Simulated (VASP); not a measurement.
Input of a VASP 6.6.1 run:

POSCAR

```
BaF2
1.0
    0.0000000000      3.1180826600      3.1180826600
    3.1180826600      0.0000000000      3.1180826600
    3.1180826600      3.1180826600      0.0000000000
Ba F
1 2
Direct
    0.0000000000      0.0000000000      0.0000000000
    0.2500000000      0.2500000000      0.2500000000
    0.7500000000      0.7500000000      0.7500000000
```

Contents of INCAR.step1:

```
SYSTEM = BaF2
PREC = Accurate
ENCUT = 660
ISMEAR = -1
SIGMA = 0.02
LREAL = .False.
LASPH = .True.
NELM = 120
NBANDS = 19
GGA = PE
ALGO = Normal
EDIFF = 1E-5
LWAVE = .True.
LCHARG = .False.
GGA_COMPAT = .False.
```

File INCAR.step2:

```
SYSTEM = BaF2
PREC = Accurate
ENCUT = 660
EDIFF = 1E-6
ISMEAR = -1
SIGMA = 0.02
LREAL = .False.
LASPH = .True.
NELM = 120
ALGO = Normal
ISIF = 2
LWAVE = .False.
LCHARG = .False.
METAGGA = R2SCAN
LMIXTAU = .True.
NBANDS = 19
ISTART = 1
GGA_COMPAT = .False.
```

KPOINTS

```
regular mesh
0
Gamma
  8 8 8
  0 0 0
```

Potentials or basis: VASP PAW PBE potentials, release 64 (Ba_sv, F).

The run is started by

```sh
$ cat potpaw_PBE.64/Ba_sv/POTCAR potpaw_PBE.64/F/POTCAR > POTCAR
$ cp INCAR.step1 INCAR
$ mpirun -np 1 vasp_std > vasp.out
$ cp INCAR.step2 INCAR
$ mpirun -np 1 vasp_std > vasp.out
```

(1) What does it give for the pressure?

(2) Predict the band gap on the k mesh.

Results:

(1) -0.4 GPa.

(2) 7.26 eV (least direct gap 7.33 eV).

Caveat: the PAW data sets were made with another functional, which shifts forces and pressure a little; spin-orbit coupling is left out, which moves the levels of the heavy elements.
